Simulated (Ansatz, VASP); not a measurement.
## One calculation of P, two programs

```xyz
1
Lattice="2.6063 0.0000 0.0000 -1.3031 2.2571 0.0000 0.0000 0.0000 2.4683" Properties=species:S:1:pos:R:3 pbc="T T T"
P     0.0000    0.0000    1.2342
```

Alike in both runs: task relaxation of cell and atoms; functional PBE; k mesh 24 × 24 × 22; occupations gaussian, width 0.1 eV; no spin polarisation.

|  | VASP | Ansatz |
| --- | --- | --- |
| version | VASP 6.6.1 | Ansatz 0.2.0 |
| potentials or method | VASP PAW PBE potentials, release 64 (P), cutoff 600 eV | scalar-relativistic, plane waves, PAW |
| valence electrons in the cell | 5 | 5 |

Ansatz gave:

| Property | Result |
| --- | --- |
| gap on the k mesh at the Fermi level, each at its own relaxed structure (eV) | none |
| relaxed volume (Å³/atom) | 14.73 |
| relaxed cell length with the largest relative difference (Å) | 2.449 |

Which values does VASP return?

gap on the k mesh at the Fermi level, each at its own relaxed structure (eV): none; relaxed volume (Å³/atom): 14.71; relaxed cell length with the largest relative difference (Å): 2.447.

A gap of «none» marks a metal or a gap that the smearing closes.
